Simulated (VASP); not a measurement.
# CdO (Fm-3m) in VASP: notebook

Aim: see how the results for CdO move with the level of theory and the settings. Levels: PBEsol, PBE, LDA. Tasks: single point.

Everything below comes from runs of VASP 6.6.1. Logs are shortened: lines on timing, memory, paths and dates and some standing lists are left out, and cuts for length are marked.

**1. The cell of the first run**

The structure is cubic, space group Fm-3m (No. 225). Conventional cell: a = 4.722 Å, b = 4.722 Å, c = 4.722 Å, α = 90.00°, β = 90.00°, γ = 90.00°. Within 3.1 Å of Cd (site symmetry m-3m) lie 6 O at 2.36 Å. Within 3.1 Å of O (site symmetry m-3m) lie 6 Cd at 2.36 Å.

**2. Single point, PBEsol**

The input, INCAR:

```
SYSTEM = CdO
PREC = Accurate ; ENCUT = 600
EDIFF = 1E-6 ; ISMEAR = 0
SIGMA = 0.1 ; LREAL = .False.
LASPH = .True. ; NELM = 120
ALGO = Normal ; ISIF = 2
LWAVE = .False. ; LCHARG = .True.
GGA = PS ; LELF = .True.
LVHAR = .True. ; NBANDS = 16
GGA_COMPAT = .False.
```

The input, KPOINTS:

```
Automatic mesh
0
Gamma
  2 2 2
  0 0 0
```

The input, POSCAR:

```
CdO
1.0
    0.0000000000      2.3609927699      2.3609927699
    2.3609927699      0.0000000000      2.3609927699
    2.3609927699      2.3609927699      0.0000000000
Cd O
1 1
Direct
    0.0000000000      0.0000000000      0.0000000000
    0.5000000000      0.5000000000      0.5000000000
```

Potentials or basis: VASP PAW PBE potentials, release 64 (Cd, O).

Started as:

```bash
$ cat potpaw_PBE.64/Cd/POTCAR potpaw_PBE.64/O/POTCAR > POTCAR
$ mpirun -np 1 vasp_std > vasp.out
```

OUTCAR:

```text
SYSTEM = CdO
   PREC = Accurate
   ENCUT = 600
   EDIFF = 1E-6
   ISMEAR = 0
   LREAL = .False.
   LASPH = .True.
   NELM = 120
   ISIF = 2
   GGA = PS

 ion  position               nearest neighbor table
   1  0.000  0.000  0.000-   2 2.36   2 2.36   2 2.36   2 2.36   2 2.36   2 2.36
   2  0.500  0.500  0.500-   1 2.36   1 2.36   1 2.36   1 2.36   1 2.36   1 2.36

  LATTYP: Found a face centered cubic cell.
 ALAT       =     4.7219855398

  Lattice vectors:

 A1 = (   0.0000000000,   2.3609927699,   2.3609927699)
 A2 = (   2.3609927699,   0.0000000000,   2.3609927699)
 A3 = (   2.3609927699,   2.3609927699,   0.0000000000)

Analysis of symmetry for initial positions (statically):
=====================================================================
 Subroutine PRICEL returns:
 Original cell was already a primitive cell.

 Routine SETGRP: Setting up the symmetry group for a
 face centered cubic supercell.

 Subroutine GETGRP returns: Found 48 space group operations
 (whereof 48 operations were pure point group operations)
 out of a pool of 48 trial point group operations.

The static configuration has the point symmetry O_h .

Analysis of symmetry for dynamics (positions and initial velocities):
=====================================================================
 Subroutine PRICEL returns:
 Original cell was already a primitive cell.

 Routine SETGRP: Setting up the symmetry group for a
 face centered cubic supercell.

 Subroutine GETGRP returns: Found 48 space group operations
 (whereof 48 operations were pure point group operations)
 out of a pool of 48 trial point group operations.

The dynamic configuration has the point symmetry O_h .

 Subroutine INISYM returns: Found 48 space group operations
 (whereof 48 operations are pure point group operations),
 and found     1 'primitive' translations

----------------------------------------------------------------------------------------

                                     Primitive cell

  volume of cell :      26.3217

  direct lattice vectors                    reciprocal lattice vectors
     0.000000000  2.360992770  2.360992770    -0.211775320  0.211775320  0.211775320
     2.360992770  0.000000000  2.360992770     0.211775320 -0.211775320  0.211775320
     2.360992770  2.360992770  0.000000000     0.211775320  0.211775320 -0.211775320

  length of vectors
     3.338947996  3.338947996  3.338947996     0.366805614  0.366805614  0.366805614

  position of ions in fractional coordinates (direct lattice)
     0.000000000  0.000000000  0.000000000
     0.500000000  0.500000000  0.500000000

  ion indices of the primitive-cell ions
   primitive index   ion index
                 1           1
                 2           2

----------------------------------------------------------------------------------------

 KPOINTS: Automatic mesh

Automatic generation of k-mesh.
 Grid dimensions read from file:
 generate k-points for:    2    2    2

 Generating k-lattice:

  Cartesian coordinates                     Fractional coordinates (reciprocal lattice)
    -0.105887660  0.105887660  0.105887660     0.500000000  0.000000000  0.000000000
     0.105887660 -0.105887660  0.105887660     0.000000000  0.500000000  0.000000000
     0.105887660  0.105887660 -0.105887660     0.000000000  0.000000000  0.500000000

  Length of vectors
     0.183402807  0.183402807  0.183402807

  Shift w.r.t. Gamma in fractional coordinates (k-lattice)
     0.000000000  0.000000000  0.000000000

 Subroutine IBZKPT returns following result:
 ===========================================

 Found      3 irreducible k-points:

 Following reciprocal coordinates:
            Coordinates               Weight
  0.000000  0.000000  0.000000      1.000000
  0.500000  0.000000  0.000000      4.000000
  0.500000  0.500000  0.000000      3.000000
   k-points           NKPTS =      3   k-points in BZ     NKDIM =      3   number of bands    NBANDS=     16
   number of dos      NEDOS =    301   number of ions     NIONS =      2
   total plane-waves  NPLWV =  21952
   dimension x,y,z NGX =    28 NGY =   28 NGZ =   28
   dimension x,y,z NGXF=    56 NGYF=   56 NGZF=   56
   ions per type =               1   1
   NGX,Y,Z   is equivalent  to a cutoff of  13.94, 13.94, 13.94 a.u.
   NGXF,Y,Z  is equivalent  to a cutoff of  27.88, 27.88, 27.88 a.u.
 SYSTEM =  CdO
   PREC   = accura    normal or accurate (medium, high low for compatibility)
   ISTART =      0    job   : 0-new  1-cont  2-samecut
   ICHARG =      2    charge: 1-file 2-atom 10-const
   ISPIN  =      1    spin polarized calculation?
   LNONCOLLINEAR =      F non collinear calculations
   LSORBIT =      F    spin-orbit coupling
   LASPH  =      T    aspherical Exc in radial PAW
   ENCUT  =  600.0 eV  44.10 Ry    6.64 a.u.   6.67  6.67  6.67*2*pi/ulx,y,z
   NELM   =    120;   NELMIN=  2; NELMDL= -5     # of ELM steps
   EDIFF  = 0.1E-05   stopping-criterion for ELM
   LREAL  =      F    real-space projection
   EDIFFG = 0.1E-04   stopping-criterion for IOM
   NSW    =      0    number of steps for IOM
   IBRION =     -1    ionic relax: 0-MD 1-quasi-New 2-CG
   NFREE  =      0    steps in history (QN), initial steepest desc. (CG)
   ISIF   =      2    stress and relaxation
   ISYM   =      2    0-nonsym 1-usesym 2-fastsym
   POTIM  = 0.5000    time-step for ionic-motion
   TEBEG  =    0.0;   TEEND  =   0.0 temperature during run
   PSTRESS=    0.0 pullay stress
   NELECT =      18.0000    total number of electrons
   NUPDOWN=      -1.0000    fix difference up-down
   EMIN   =  10.00;   EMAX   =-10.00  energy-range for DOS
   EFERMI =   0.00;   METHOD = LEGACY
   ISMEAR =     0;   SIGMA  =   0.10  broadening in eV -4-tet -1-fermi 0-gaus
   EFERMI_NEDOS =   21; number of points for ismear=-14 and -15
   IALGO  =     38    algorithm
   IMIX   =      4    mixing-type and parameters
     AMIX     =   0.40;   BMIX     =  1.00
     AMIX_MAG =   1.60;   BMIX_MAG =  1.00
  volume/ion in A,a.u.               =      13.16        88.81
  Fermi-wavevector in a.u.,A,eV,Ry     =   1.442318  2.725586 28.303942  2.080281
  Thomas-Fermi vector in A             =   2.560852
   LORBIT       =      0    0 simple, 1 ext, 2 COOP (PROOUT), +10 PAW based schemes
   GGA     = PS    functional components
   LHFCALC =     F    Hartree Fock is set to
   AEXX    =    0.0000 exact exchange contribution
   IVDW    =     0    specifies the selected vdW correction
   LEPSILON=     F    determine dielectric tensor
   LRPA    =     F    only Hartree local field effects (RPA)
 non-spin polarized calculation
 Gauss-broadening in eV      SIGMA  =   0.10
  energy-cutoff  :      600.00
  volume of cell :       26.32
 maximum number of plane-waves:       893
 NGX is ok and might be reduce to    28
   NGX = 13   NGY = 13   NGZ = 13

 number of electron      17.9999999 magnetization

 Free energy of the ion-electron system (eV)
  ---------------------------------------------------
  ext. energy  EPLUGINS =         0.00000000
  ---------------------------------------------------
  free energy    TOTEN  =        -7.48283778 eV

  energy without entropy =       -7.45372570  energy(sigma->0) =       -7.46828174

 E-fermi :   2.0970     XC(G=0): -11.8638

 val. band max:        2.0156884517   @ k =   0.5000   0.0000   0.0000
 cond. band min:       5.4312712881   @ k =   0.5000   0.5000   0.0000
 fundamental gap:      3.4155828364
 Fermi energy:         2.0970304097

 k-point     1 :       0.0000    0.0000    0.0000
  band No.  band energies     occupation
      1     -15.1809      2.00000
      2      -4.9974      2.00000
      3      -4.9974      2.00000
      4      -4.9974      2.00000
      5      -4.7033      2.00000
      6      -4.7033      2.00000
[... 8 lines left out ...]
     15      19.5841      0.00000
     16      19.5841      0.00000

 k-point     2 :       0.5000    0.0000    0.0000
  band No.  band energies     occupation
      1     -14.3527      2.00000
      2      -5.8824      2.00000
      3      -5.5328      2.00000
      4      -5.5328      2.00000
      5      -4.4546      2.00000
      6      -4.4546      2.00000
[... 8 lines left out ...]
     15      22.7352      0.00000
     16      23.4980      0.00000

 k-point     3 :       0.5000    0.5000    0.0000
  band No.  band energies     occupation
      1     -14.5123      2.00000
      2      -5.4480      2.00000
      3      -4.4422      2.00000
      4      -4.3206      2.00000
      5      -4.3206      2.00000
      6      -3.9897      2.00000
[... 8 lines left out ...]
     15      24.5589      0.00000
     16      27.3331      0.00000

------------------------ aborting loop because EDIFF is reached ----------------------------------------

  FORCE on cell =-STRESS in cart. coord.  units (eV):
  Direction    XX          YY          ZZ          XY          YZ          ZX
  --------------------------------------------------------------------------------------
  -------------------------------------------------------------------------------------
  Total        0.9921937      0.9921937      0.9921937      0.0000000     -0.0000000      0.0000000
  in kB       60.3939010     60.3939010     60.3939010      0.0000000     -0.0000000      0.0000000
  external PRESSURE =      60.3939010 kB  Pullay stress =       0.0000000 kB

 VOLUME and BASIS-vectors are now :
 -----------------------------------------------------------------------------
  energy-cutoff  :      600.00
  volume of cell :       26.32
      direct lattice vectors                 reciprocal lattice vectors
     0.000000000  2.360992770  2.360992770    -0.211775320  0.211775320  0.211775320
     2.360992770  0.000000000  2.360992770     0.211775320 -0.211775320  0.211775320
     2.360992770  2.360992770  0.000000000     0.211775320  0.211775320 -0.211775320

 POSITION                                       TOTAL-FORCE (eV/Angst)
 -----------------------------------------------------------------------------------
      0.00000      0.00000      0.00000        -0.000000      0.000000      0.000000
      2.36099      2.36099      2.36099         0.000000     -0.000000     -0.000000
 -----------------------------------------------------------------------------------
    total drift:                                0.000000      0.000000      0.000000

  FREE ENERGIE OF THE ION-ELECTRON SYSTEM (eV)
  ---------------------------------------------------
  free  energy   TOTEN  =        -7.4828377839 eV

  energy  without entropy=       -7.4537256985  energy(sigma->0) =       -7.46828174
```

It took 3.3 s on 1 thread of Intel Xeon 6975P-C (Granite Rapids), shared host; peak memory 0.14 GiB.

What came out:

```yaml
Free_energy: -7.4828 eV
Pressure: 6.0 GPa
Band_gap_on_the_k_mesh: zero (band 9 reaches 2.02 eV, above the bottom of band 10 at 1.25 eV)
```

Levels at points of the mesh, in eV from the Fermi level:
| k point | band 6 | band 7 | band 8 | band 9 | band 10 | band 11 | band 12 | band 13 |
| --- | --- | --- | --- | --- | --- | --- | --- | --- |
| (0.00, 0.00, 0.00) | -6.80 | -1.34 | -1.34 | -1.34 | -0.84 | 14.37 | 16.43 | 16.43 |
| (0.50, 0.00, 0.00) | -6.55 | -4.07 | -0.08 | -0.08 | 3.96 | 6.99 | 11.36 | 11.36 |
| (0.50, 0.50, 0.00) | -6.09 | -4.48 | -2.36 | -2.36 | 3.33 | 8.21 | 10.63 | 12.85 |

Caveat: the k points lie up to 1.15 Å⁻¹ apart; the PAW data sets were made with another functional, which shifts forces and pressure a little.

[end of part 1 of 2]
